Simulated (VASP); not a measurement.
The system is Cd.

```
Cd
1.0
     2.99860    0.00000    0.00000
    -1.49930    2.59686    0.00000
     0.00000    0.00000    5.65485
Cd
2
Direct
  0.66667 0.33333 0.75000
  0.33333 0.66667 0.25000
```

This cell differs from its parent crystal: volume scaled by 1.02.

Base run:

| Item | Value |
| --- | --- |
| Program | VASP 6.6.1 |
| Functional | PBE |
| Potentials or basis | VASP PAW PBE potentials, release 64 (Cd) |
| Cutoff | 520 eV |
| k mesh | 10 × 10 × 5 |
| Occupations | fermi-dirac, width 0.05 eV |
| Spin | no spin polarisation |

Its results: band gap on the k mesh zero (band 12 reaches 3.85 eV, above the bottom of band 13 at -0.12 eV); pressure 2.0 GPa.

Q: The run is repeated on the same cell with these changes: functional from PBE to PBEsol. What comes out?

A: Band gap on the k mesh zero (band 12 reaches 3.64 eV, above the bottom of band 13 at -0.33 eV); pressure -2.3 GPa.

PBEsol binds more tightly than PBE, so the same cell stands under less pressure.

Caveats: the PAW data sets were made with another functional, which shifts forces and pressure a little (some runs).
